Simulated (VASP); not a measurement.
Set up this calculation in VASP 6.6.1, as the native input.

- Task: single point
- Functional: PBEsol
- Potentials or basis: VASP PAW PBE potentials, release 64 (Si, C)
- Cutoff: 520 eV
- k mesh: 12 × 12 × 12
- Occupations: gaussian, width 0.05 eV
- Spin: no spin polarisation
- Dipole correction: no
- Further INCAR settings: ALGO = Normal; EDIFF = 1e-07; NBANDS = 11

The structure of SiC lies in POSCAR:

```
SiC
1.0
    0.0000000000      2.4403553397      1.7253312252
    2.4403553397      0.0000000000      1.7253312252
    2.4403553397      2.4403553397      0.0000000000
Si C
1 1
Direct
    0.0000000000      0.0000000000      0.0000000000
    0.7500000000      0.7500000000      0.7500000000
```

This cell differs from its parent crystal: ratio of the length along z to the lengths across it x 0.707, volume and fractional coordinates fixed.

One way to write it, as run:

INCAR

```
SYSTEM = SiC
PREC     = Accurate       ! precision mode
ENCUT    = 520            ! plane-wave cutoff, eV
EDIFF    = 1E-7           ! SCF threshold, eV
ISMEAR   = 0              ! smearing method
SIGMA    = 0.05           ! smearing width, eV
LREAL    = .FALSE.        ! projectors in reciprocal space
LASPH    = .TRUE.         ! aspherical terms in the spheres
NELM     = 60             ! most SCF steps
ALGO     = Normal         ! electronic algorithm
ISIF     = 2              ! what is computed and relaxed
LWAVE    = .FALSE.        ! write WAVECAR
LCHARG   = .FALSE.        ! write CHGCAR
GGA      = PS             ! functional
NBANDS   = 11             ! bands
```

KPOINTS

```
Automatic mesh
0
G
  12 12 12
  0 0 0
```

Potentials or basis: VASP PAW PBE potentials, release 64 (Si, C).

Run with:

```console
$ cat potpaw_PBE.64/Si/POTCAR potpaw_PBE.64/C/POTCAR > POTCAR
$ mpirun -np 1 vasp_std > vasp.out
```

It gave:

* Pressure: -7.7 GPa
* Band gap on the k mesh: zero (band 4 reaches 9.64 eV, above the bottom of band 5 at 8.32 eV)

Caveat: the PAW data sets were made with another functional, which shifts forces and pressure a little.

It took 18 s on 1 thread of Intel(R) Xeon(R) 6975P-C (Granite Rapids) (shared host), peak memory 0.16 GiB.
